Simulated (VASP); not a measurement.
TiO2 (Rutile), 6 atoms in the cell. Symmetry: Cmmm, No. 65, orthorhombic system. The conventional cell has a = 6.462 Å, b = 6.527 Å, c = 2.957 Å, α = 90.00°, β = 90.00°, γ = 90.00°. Ti (site symmetry mmm) has 6 O at 1.95 to 1.97 Å within 2.6 Å. Ti (site symmetry mmm) has 6 O at 1.94 to 1.99 Å within 2.6 Å. O (site symmetry 2mm) has 3 Ti at 1.94 to 1.97 Å and 1 O at 2.52 Å within 2.6 Å. O (site symmetry m2m) has 3 Ti at 1.95 to 1.99 Å and 1 O at 2.55 Å within 2.6 Å. 

```yaml
Program: VASP 6.6.1
Task: single point
Functional: PBE
Potentials_or_basis: VASP PAW PBE potentials, release 64 (Ti_sv, O)
Cutoff: 520 eV
k_mesh: 4 × 4 × 6
Occupations: gaussian, width 0.05 eV
Spin: no spin polarisation
Dipole_correction: no
Further_INCAR_settings: ALGO = Normal; EDIFF = 1e-06; NBANDS = 33
```

Potentials or basis: VASP PAW PBE potentials, release 64 (Ti_sv, O).

Command:

```bash
$ cat potpaw_PBE.64/Ti_sv/POTCAR potpaw_PBE.64/O/POTCAR > POTCAR
$ mpirun -np 1 vasp_std > vasp.out
```

Hardware: 1 thread of AMD EPYC 9R45 96-Core Processor (Zen 5) (shared host).

**Question.** Estimate the wall time of this run.

**Answer.** Run time: 44 s on 1 thread of AMD EPYC 9R45 96-Core Processor (Zen 5) (shared host), peak memory 0.16 GiB. Counts: scf iterations 17, k points 28.
